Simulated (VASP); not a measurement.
Write the native input for VASP 6.6.1 that does the following.

| Property | Result |
| --- | --- |
| Task | single point |
| Functional | LDA |
| Potentials or basis | VASP PAW LDA potentials, release 64 (Mo_sv, Pt) |
| Cutoff | 520 eV |
| k mesh | 6 × 6 × 6 |
| Occupations | fermi-dirac, width 0.1 eV |
| Spin | no spin polarisation |
| Dipole correction | no |
| Further INCAR settings | ALGO = Normal; EDIFF = 1e-06; NBANDS = 34 |

The structure of Mo3Pt lies in POSCAR:

```
Mo3Pt
1.0
    3.9202709837      0.0000000000      0.0000000000
    0.0000000000      3.9202709837      0.0000000000
    0.0000000000      0.0000000000      3.9202709837
Mo Pt
3 1
Direct
    0.0000000000      0.5000000000      0.5000000000
    0.5000000000      0.0000000000      0.5000000000
    0.5000000000      0.5000000000      0.0000000000
    0.0000000000      0.0000000000      0.0000000000
```

These files were run (other wordings do the same):

INCAR

```
PREC = Accurate
ENCUT = 520
EDIFF = 1E-6
ISMEAR = -1
SIGMA = 0.1
LREAL = F
LASPH = T
NELM = 80
ALGO = Normal
ISIF = 2
LWAVE = F
LCHARG = F
NBANDS = 34
```

KPOINTS

```
Automatic mesh
0
Gamma
  6 6 6
```

Potentials or basis: VASP PAW LDA potentials, release 64 (Mo_sv, Pt).

Run with:

```bash
$ cat potpaw_LDA.64/Mo_sv/POTCAR potpaw_LDA.64/Pt/POTCAR > POTCAR
$ mpirun -np 1 vasp_std > vasp.out
```

It gave:

```json
{
  "Pressure": "-2.9 GPa",
  "Band gap on the k mesh": "zero (band 26 reaches 15.33 eV, above the bottom of band 27 at 11.82 eV)"
}
```

Caveat: spin-orbit coupling is left out, which moves the levels of the heavy elements.

Run time: 28 s on 1 thread of Intel(R) Xeon(R) Platinum 8259CL CPU @ 2.50GHz (Skylake/Cascade Lake), on a shared host, peak memory 0.17 GiB.
